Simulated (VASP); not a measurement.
# Os (P6_3/mmc) in VASP: single point with PBE

Aim: the single point of Os with PBE.

Program: VASP 6.6.1. These are calculated values, not measurements. Logs are shortened: lines on timing, memory, paths and dates and some standing lists are left out, and cuts for length are marked.

### Step 1. The cell of the first run

Symmetry: P6_3/mmc, No. 194, hexagonal system. Conventional cell: a = 2.734 Å, b = 2.734 Å, c = 4.320 Å, α = 90.00°, β = 90.00°, γ = 120.00°. Within 3.5 Å of Os (site symmetry -6m2) lie 12 Os at 2.68 to 2.73 Å.

### Step 2. Single point, PBE

INCAR

```
PREC = Accurate
ENCUT = 520
EDIFF = 1E-6
ISMEAR = 0
SIGMA = 0.15
LREAL = F
LASPH = T
NELM = 80
ALGO = Normal
ISIF = 2
LWAVE = F
LCHARG = F
GGA = PE
NBANDS = 15
```

KPOINTS

```
regular mesh
0
Gamma
  18 18 12
```

POSCAR

```
Os
1.0
    2.7340999755      0.0000000000      0.0000000000
   -1.3670499878      2.3678000353      0.0000000000
    0.0000000000      0.0000000000      4.3197000000
Os
2
Direct
    0.3333333333      0.6666666667      0.2500000000
    0.6666666667      0.3333333333      0.7500000000
```

Potentials or basis: VASP PAW PBE potentials, release 64 (Os).

Command:

```bash
$ cat potpaw_PBE.64/Os/POTCAR > POTCAR
$ mpirun -np 1 vasp_std > vasp.out
```

OUTCAR:

```text
PREC = Accurate
   ENCUT = 520
   EDIFF = 1E-6
   ISMEAR = 0
   LREAL = F
   LASPH = T
   NELM = 80
   ISIF = 2
   GGA = PE

 ion  position               nearest neighbor table
   1  0.333  0.667  0.250-   2 2.68   2 2.68   2 2.68   2 2.68   2 2.68   2 2.68
   2  0.667  0.333  0.750-   1 2.68   1 2.68   1 2.68   1 2.68   1 2.68   1 2.68

  LATTYP: Found a hexagonal cell.
 ALAT       =     2.7340999755
 C/A-ratio  =     1.5799349105

  Lattice vectors:

 A1 = (   2.7340999755,   0.0000000000,   0.0000000000)
 A2 = (  -1.3670499878,   2.3678000353,   0.0000000000)
 A3 = (   0.0000000000,   0.0000000000,   4.3197000000)

Analysis of symmetry for initial positions (statically):
=====================================================================
 Subroutine PRICEL returns:
 Original cell was already a primitive cell.

 Routine SETGRP: Setting up the symmetry group for a
 hexagonal supercell.

 Subroutine GETGRP returns: Found 24 space group operations
 (whereof 12 operations were pure point group operations)
 out of a pool of 24 trial point group operations.

The static configuration has the point symmetry D_3d.
 The point group associated with its full space group is D_6h.

Analysis of symmetry for dynamics (positions and initial velocities):
=====================================================================
 Subroutine PRICEL returns:
 Original cell was already a primitive cell.

 Routine SETGRP: Setting up the symmetry group for a
 hexagonal supercell.

 Subroutine GETGRP returns: Found 24 space group operations
 (whereof 12 operations were pure point group operations)
 out of a pool of 24 trial point group operations.

The dynamic configuration has the point symmetry D_3d.
 The point group associated with its full space group is D_6h.

 Subroutine INISYM returns: Found 24 space group operations
 (whereof 12 operations are pure point group operations),
 and found     1 'primitive' translations

----------------------------------------------------------------------------------------

                                     Primitive cell

  volume of cell :      27.9649

  direct lattice vectors                    reciprocal lattice vectors
     2.734099975  0.000000000  0.000000000     0.365751073  0.211166481  0.000000000
    -1.367049988  2.367800035  0.000000000     0.000000000  0.422332961  0.000000000
     0.000000000  0.000000000  4.319700000     0.000000000  0.000000000  0.231497558

  length of vectors
     2.734099975  2.734099976  4.319700000     0.422332961  0.422332961  0.231497558

  position of ions in fractional coordinates (direct lattice)
     0.333333333  0.666666667  0.250000000
     0.666666667  0.333333333  0.750000000

  ion indices of the primitive-cell ions
   primitive index   ion index
                 1           1
                 2           2

----------------------------------------------------------------------------------------

 KPOINTS: regular mesh

Automatic generation of k-mesh.
 Grid dimensions read from file:
 generate k-points for:   18   18   12

 Generating k-lattice:

  Cartesian coordinates                     Fractional coordinates (reciprocal lattice)
     0.020319504  0.011731471  0.000000000     0.055555556  0.000000000  0.000000000
     0.000000000  0.023462942  0.000000000     0.000000000  0.055555556  0.000000000
     0.000000000  0.000000000  0.019291463     0.000000000  0.000000000  0.083333333

  Length of vectors
     0.023462942  0.023462942  0.019291463

  Shift w.r.t. Gamma in fractional coordinates (k-lattice)
     0.000000000  0.000000000  0.000000000

 Subroutine IBZKPT returns following result:
 ===========================================

 Found    259 irreducible k-points:

 Following reciprocal coordinates:
            Coordinates               Weight
  0.000000  0.000000  0.000000      1.000000
  0.055556  0.000000  0.000000      6.000000
  0.111111  0.000000  0.000000      6.000000
  0.166667  0.000000  0.000000      6.000000
  0.222222  0.000000  0.000000      6.000000
  0.277778  0.000000  0.000000      6.000000
[... 16 lines left out ...]
  0.333333  0.111111  0.000000     12.000000
  0.388889  0.111111  0.000000     12.000000
 [... further k-points ...]
   k-points           NKPTS =    259   k-points in BZ     NKDIM =    259   number of bands    NBANDS=     15
   number of dos      NEDOS =    301   number of ions     NIONS =      2
   total plane-waves  NPLWV =  12800
   dimension x,y,z NGX =    20 NGY =   20 NGZ =   32
   dimension x,y,z NGXF=    40 NGYF=   40 NGZF=   64
   ions per type =               2
   NGX,Y,Z   is equivalent  to a cutoff of  12.16, 12.16, 12.32 a.u.
   NGXF,Y,Z  is equivalent  to a cutoff of  24.32, 24.32, 24.63 a.u.
 SYSTEM =  unknown system
   PREC   = accura    normal or accurate (medium, high low for compatibility)
   ISTART =      0    job   : 0-new  1-cont  2-samecut
   ICHARG =      2    charge: 1-file 2-atom 10-const
   ISPIN  =      1    spin polarized calculation?
   LNONCOLLINEAR =      F non collinear calculations
   LSORBIT =      F    spin-orbit coupling
   LASPH  =      T    aspherical Exc in radial PAW
   ENCUT  =  520.0 eV  38.22 Ry    6.18 a.u.   5.08  5.08  8.03*2*pi/ulx,y,z
   NELM   =     80;   NELMIN=  2; NELMDL= -5     # of ELM steps
   EDIFF  = 0.1E-05   stopping-criterion for ELM
   LREAL  =      F    real-space projection
   EDIFFG = 0.1E-04   stopping-criterion for IOM
   NSW    =      0    number of steps for IOM
   IBRION =     -1    ionic relax: 0-MD 1-quasi-New 2-CG
   NFREE  =      0    steps in history (QN), initial steepest desc. (CG)
   ISIF   =      2    stress and relaxation
   ISYM   =      2    0-nonsym 1-usesym 2-fastsym
   POTIM  = 0.5000    time-step for ionic-motion
   TEBEG  =    0.0;   TEEND  =   0.0 temperature during run
   PSTRESS=    0.0 pullay stress
   NELECT =      16.0000    total number of electrons
   NUPDOWN=      -1.0000    fix difference up-down
   EMIN   =  10.00;   EMAX   =-10.00  energy-range for DOS
   EFERMI =   0.00;   METHOD = LEGACY
   ISMEAR =     0;   SIGMA  =   0.15  broadening in eV -4-tet -1-fermi 0-gaus
   EFERMI_NEDOS =   21; number of points for ismear=-14 and -15
   IALGO  =     38    algorithm
   IMIX   =      4    mixing-type and parameters
     AMIX     =   0.40;   BMIX     =  1.00
     AMIX_MAG =   1.60;   BMIX_MAG =  1.00
  volume/ion in A,a.u.               =      13.98        94.36
  Fermi-wavevector in a.u.,A,eV,Ry     =   1.359076  2.568282 25.131162  1.847088
  Thomas-Fermi vector in A             =   2.485855
   LORBIT       =      0    0 simple, 1 ext, 2 COOP (PROOUT), +10 PAW based schemes
   GGA     = PE    functional components
   LHFCALC =     F    Hartree Fock is set to
   AEXX    =    0.0000 exact exchange contribution
   IVDW    =     0    specifies the selected vdW correction
   LEPSILON=     F    determine dielectric tensor
   LRPA    =     F    only Hartree local field effects (RPA)
 non-spin polarized calculation
 Gauss-broadening in eV      SIGMA  =   0.15
  energy-cutoff  :      520.00
  volume of cell :       27.96
 maximum number of plane-waves:       770
   NGX = 11   NGY = 11   NGZ = 17

 number of electron      15.9999998 magnetization

 Free energy of the ion-electron system (eV)
  ---------------------------------------------------
  ext. energy  EPLUGINS =         0.00000000
  ---------------------------------------------------
  free energy    TOTEN  =       -22.48970283 eV

  energy without entropy =      -22.47593065  energy(sigma->0) =      -22.48281674

 E-fermi :   9.4825     XC(G=0): -14.0608

 val. band max:        9.4508345145   @ k =   0.2778   0.1667   0.2500
 cond. band min:       9.5000759320   @ k =   0.0000   0.0000   0.0000
 fundamental gap:      0.0492414174
 Fermi energy:         9.4824758226

 k-point     1 :       0.0000    0.0000    0.0000
  band No.  band energies     occupation
      1      -1.4733      2.00000
      2       1.6768      2.00000
      3       6.4160      2.00000
      4       6.4160      2.00000
      5       6.6717      2.00000
      6       7.2584      2.00000
      7       7.2584      2.00000
      8       7.9115      2.00000
      9       7.9115      2.00000
     10       9.5001      0.86821
     11      11.1638      0.00000
     12      11.1638      0.00000
     13      18.5544      0.00000
     14      23.5094      0.00000
     15      26.2285      0.00000

 k-point     2 :       0.0556    0.0000    0.0000
  band No.  band energies     occupation
      1      -1.3477      2.00000
      2       1.7889      2.00000
      3       6.1286      2.00000
      4       6.5265      2.00000
      5       6.9244      2.00000
      6       7.1822      2.00000
      7       7.3616      2.00000
      8       7.7607      2.00000
      9       7.8210      2.00000
     10       8.8947      2.00000
     11      11.2271      0.00000
     12      11.9528      0.00000
     13      18.5457      0.00000
     14      23.7710      0.00000
     15      26.3938      0.00000

 k-point     3 :       0.1111    0.0000    0.0000
  band No.  band energies     occupation
      1      -0.9814      2.00000
      2       2.1030      2.00000
      3       5.7060      2.00000
      4       6.8537      2.00000
      5       6.9476      2.00000
      6       7.1531      2.00000
      7       7.3197      2.00000
      8       7.5810      2.00000
      9       7.6663      2.00000
     10       8.2541      2.00000
     11      11.3879      0.00000
     12      13.3069      0.00000
     13      18.4997      0.00000
     14      24.4829      0.00000
     15      26.8266      0.00000

 k-point     4 :       0.1667    0.0000    0.0000
  band No.  band energies     occupation
      1      -0.4075      2.00000
      2       2.5359      2.00000
      3       5.3038      2.00000
      4       6.2221      2.00000
      5       6.6785      2.00000
      6       7.2574      2.00000
      7       7.3843      2.00000
      8       7.7793      2.00000
      9       7.9146      2.00000
     10       8.1572      2.00000
     11      11.5880      0.00000
     12      14.7751      0.00000
     13      18.3847      0.00000
     14      25.2318      0.00000
     15      27.0279      0.00000
[... 307 lines left out ...]
 k-point    22 :       0.2778    0.1111    0.0000
  band No.  band energies     occupation
      1       2.0710      2.00000
      2       3.1218      2.00000
      3       3.8050      2.00000
      4       5.0360      2.00000
      5       6.0231      2.00000
      6       6.8041      2.00000
      7       7.2679      2.00000
      8       9.4100      1.50548
      9      10.3202      0.00000
     10      11.3339      0.00000
     11      11.8966      0.00000
     12      18.0190      0.00000
     13      19.6653      0.00000
     14      20.2843      0.00000
     15      22.4105      0.00000

 k-point    23 :       0.3333    0.1111    0.0000
  band No.  band energies     occupation
      1       2.5069      2.00000
      2       2.8867      2.00000
      3       3.3703      2.00000
      4       5.4983      2.00000
      5       5.9104      2.00000
      6       7.0210      2.00000
      7       7.2265      2.00000
      8      10.2425      0.00000
      9      11.0438      0.00000
     10      11.9500      0.00000
     11      12.3744      0.00000
     12      17.9887      0.00000
     13      18.5783      0.00000
     14      20.8619      0.00000
     15      21.0425      0.00000

 k-point    24 :       0.3889    0.1111    0.0000
  band No.  band energies     occupation
      1       2.6564      2.00000
      2       2.7701      2.00000
      3       3.1039      2.00000
      4       5.8569      2.00000
      5       5.9549      2.00000
      6       6.8475      2.00000
      7       7.5502      2.00000
      8      11.0621      0.00000
      9      11.4944      0.00000
     10      11.9797      0.00000
     11      13.3905      0.00000
     12      16.4229      0.00000
     13      18.9121      0.00000
     14      19.9939      0.00000
     15      21.7353      0.00000

 [... further k-points ...]
[... 5 lines left out ...]
  --------------------------------------------------------------------------------------
  -------------------------------------------------------------------------------------
  Total        1.5116165      1.5116165      1.5487393     -0.0000000      0.0000000      0.0000000
  in kB       86.6042514     86.6042514     88.7311071     -0.0000000      0.0000000      0.0000000
  external PRESSURE =      87.3132033 kB  Pullay stress =       0.0000000 kB

 VOLUME and BASIS-vectors are now :
 -----------------------------------------------------------------------------
  energy-cutoff  :      520.00
  volume of cell :       27.96
      direct lattice vectors                 reciprocal lattice vectors
     2.734099975  0.000000000  0.000000000     0.365751073  0.211166481  0.000000000
    -1.367049988  2.367800035  0.000000000     0.000000000  0.422332961  0.000000000
     0.000000000  0.000000000  4.319700000     0.000000000  0.000000000  0.231497558

 POSITION                                       TOTAL-FORCE (eV/Angst)
 -----------------------------------------------------------------------------------
     -0.00000      1.57853      1.07993        -0.000000      0.000000      0.000000
      1.36705      0.78927      3.23977         0.000000      0.000000      0.000000
 -----------------------------------------------------------------------------------
    total drift:                               -0.000000      0.000000     -0.000000

  FREE ENERGIE OF THE ION-ELECTRON SYSTEM (eV)
  ---------------------------------------------------
  free  energy   TOTEN  =       -22.4897028299 eV

  energy  without entropy=      -22.4759306517  energy(sigma->0) =      -22.48281674
```

Wall time 41 s (1 thread of Intel Xeon Platinum 8488C (Sapphire Rapids), shared host); peak memory 0.21 GiB.

Results:

| Quantity | Value |
| --- | --- |
| Free energy | -22.4897 eV |
| Pressure | 8.7 GPa |
| Band gap on the k mesh | zero (band 8 reaches 11.51 eV, above the bottom of band 9 at 7.58 eV) |

Levels at points of the mesh, in eV from the Fermi level:
| k point | band 4 | band 5 | band 6 | band 7 | band 8 | band 9 | band 10 | band 11 | band 12 | band 13 |
| --- | --- | --- | --- | --- | --- | --- | --- | --- | --- | --- |
| (0.00, 0.00, 0.00) | -3.07 | -2.81 | -2.22 | -2.22 | -1.57 | -1.57 | 0.02 | 1.68 | 1.68 | 9.07 |
| (0.50, 0.00, 0.00) | -3.56 | -2.92 | -2.58 | -1.89 | 2.03 | 2.59 | 2.71 | 4.41 | 5.71 | 9.35 |
| (0.00, 0.00, 0.50) | -3.58 | -3.26 | -3.26 | -3.26 | -3.26 | 0.89 | 0.89 | 0.89 | 0.89 | 13.74 |
| (0.50, 0.00, 0.50) | -5.35 | -1.22 | -1.22 | -0.17 | -0.17 | 2.37 | 2.37 | 3.30 | 3.30 | 9.14 |

Caveat: spin-orbit coupling is left out, which moves the levels of the heavy elements.
